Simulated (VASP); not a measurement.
**C: single point with PBEsol-based global hybrid**

C:

```
C
1.0
     0.00000    1.78337    1.78337
     1.78337    0.00000    1.78337
     1.78337    1.78337    0.00000
C
2
Direct
  0.75000 0.75000 0.75000
  0.50000 0.50000 0.50000
```

```yaml
Program: VASP 6.6.1
Task: single point
Functional: PBEsol-based global hybrid
Potentials_or_basis: VASP PAW PBE potentials, release 64 (C_h)
Cutoff: 910 eV
k_mesh: 7 × 7 × 7
Occupations: gaussian, width 0.01 eV
Spin: no spin polarisation
```

- Pressure: -12.7 GPa
- Band gap on the k mesh: 6.08 eV, indirect (least direct gap 7.70 eV)

Levels at points of the mesh, in eV from the valence-band top:
```csv
k point,band 1,band 2,band 3,band 4,band 5,band 6,band 7,band 8,band 9
"(0.00, 0.00, 0.00)",-23.59,0.00,0.00,0.00,7.70,7.70,7.70,16.08,21.42
```

Wall time 12 min on 1 thread of Intel(R) Xeon(R) Platinum 8259CL CPU @ 2.50GHz (Skylake/Cascade Lake), with other jobs on the host, peak memory 0.16 GiB.

Caveat: the k points lie up to 0.44 Å⁻¹ apart; the cutoff is under 1.25 times the usual one of these potentials, so pressure, stress and relaxed cells hold a basis-set (Pulay) error; the PAW data sets were made with another functional, which shifts forces and pressure a little. A k mesh can miss the band edges.
